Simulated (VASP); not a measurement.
## Sr4Hf3ZrO12: single point with PBEsol

Sr4Hf3ZrO12:

```xyz
40
Lattice="8.1477 0.0000 0.0000 0.0000 8.1477 0.0000 0.0000 0.0000 8.1477" Properties=species:S:1:pos:R:3 pbc="T T T"
Sr    0.1456    8.1420    8.0565
Sr    0.1008    8.1469    3.9294
Sr    8.0067    4.0731    0.0917
Sr    8.0658    4.0680    4.2162
Sr    4.1584    8.1475    8.0011
Sr    4.2175    8.1425    3.9779
Sr    3.9755    4.0688    0.1401
Sr    3.9306    4.0737    4.1610
Hf    2.0382    2.0339    2.0348
Hf    2.0381    2.0339    6.1087
Hf    2.0382    6.1078    2.0348
Hf    2.0381    6.1079    6.1087
Hf    6.1120    2.0340    6.1086
Hf    6.1120    6.1078    2.0348
Zr    6.1120    2.0340    2.0348
Zr    6.1120    6.1078    6.1086
O     2.3224    1.7326    8.1444
O     1.7540    2.3352    4.0729
O     2.3258    6.4106    8.1452
O     1.7505    5.8050    4.0721
O     5.8285    2.3656    8.1401
O     6.3955    1.7024    4.0772
O     5.8267    5.7769    0.0047
O     6.3972    6.4389    4.0649
O     0.0085    1.7150    1.7462
O     0.0013    2.3486    6.3930
O     0.0029    6.4223    1.7517
O     0.0071    5.7897    6.3934
O     4.0679    2.3530    2.3234
O     4.0749    1.7194    5.8242
O     4.0734    5.7934    2.3179
O     4.0691    6.4258    5.8239
O     2.2715    8.1453    2.3910
O     1.6706    8.1441    5.8905
O     1.8049    4.0703    1.6786
O     2.4055    4.0715    6.3268
O     5.7367    8.1376    1.7926
O     6.3387    0.0043    6.4955
O     6.4875    4.0781    2.2769
O     5.8852    4.0637    5.7218
```

- Program: VASP 6.6.1
- Task: single point
- Functional: PBEsol
- Potentials or basis: VASP PAW PBE potentials, release 64 (Sr_sv, Hf_pv, Zr_sv, O)
- Cutoff: 700 eV
- k mesh: 1 × 1 × 1, shifted
- Occupations: fermi-dirac, width 0.05 eV
- Spin: no spin polarisation
- Dipole correction: no
- Further INCAR settings: LREAL = Auto; ALGO = Normal; EDIFF = 1e-06; NBANDS = 180; ISYM = -1

```json
{
  "Pressure": "-0.9 GPa",
  "Largest force": "0.171 eV/Å",
  "Band gap on the k mesh": "4.62 eV"
}
```

Forces on the atoms (eV/Å):
```
Sr   0.009 -0.002 -0.006
Sr   0.010 -0.002 -0.001
Sr   0.005  0.000  0.003
Sr   0.003 -0.003  0.002
Sr  -0.002  0.001 -0.005
Sr  -0.003 -0.002 -0.006
Sr  -0.010 -0.001  0.001
Sr  -0.006 -0.001  0.002
Hf  -0.003  0.007  0.005
Hf  -0.004  0.007  0.006
Hf  -0.004  0.006  0.006
Hf  -0.004  0.007  0.005
Hf  -0.003  0.007  0.005
Hf  -0.003  0.007  0.005
Zr   0.001 -0.003 -0.002
Zr   0.002 -0.002 -0.002
O   -0.055  0.060  0.001
O    0.057 -0.062 -0.002
O   -0.056 -0.062  0.004
O    0.055  0.060 -0.004
O    0.035 -0.043 -0.161
O   -0.033  0.041  0.159
O    0.034  0.041  0.156
O   -0.033 -0.043 -0.157
O    0.157  0.038  0.034
O    0.005 -0.060 -0.057
O    0.001 -0.060  0.055
O    0.163  0.037 -0.034
O   -0.158 -0.038 -0.036
O   -0.002  0.058  0.055
O    0.000  0.060 -0.058
O   -0.162 -0.037  0.033
O   -0.040 -0.003 -0.081
O    0.080 -0.004  0.037
O    0.041 -0.001  0.079
O   -0.078 -0.002 -0.039
O    0.055 -0.160  0.023
O   -0.024  0.158 -0.053
O   -0.054  0.159 -0.023
O    0.024 -0.161  0.050
```

Stress tensor (GPa, compression positive):
```
-0.73 -0.25 -0.81
-0.25 -1.24 -0.26
-0.81 -0.26 -0.75
```

Levels at points of the mesh, in eV from the valence-band top:
```tsv
k point	band 150	band 151	band 152	band 153	band 154	band 155	band 156	band 157	band 158	band 159
(0.25, 0.25, 0.25)	-0.09	-0.05	-0.05	-0.04	0.00	4.62	4.71	4.76	4.93	4.98
```

It took 6.1 min on 1 thread of AMD EPYC 7R43 64-Core Processor (Zen 3), on a shared host, peak memory 0.72 GiB.

Caveat: the PAW data sets were made with another functional, which shifts forces and pressure a little; spin-orbit coupling is left out, which moves the levels of the heavy elements; a shifted mesh leaves out Γ, where band edges can lie. A k mesh can miss the band edges.
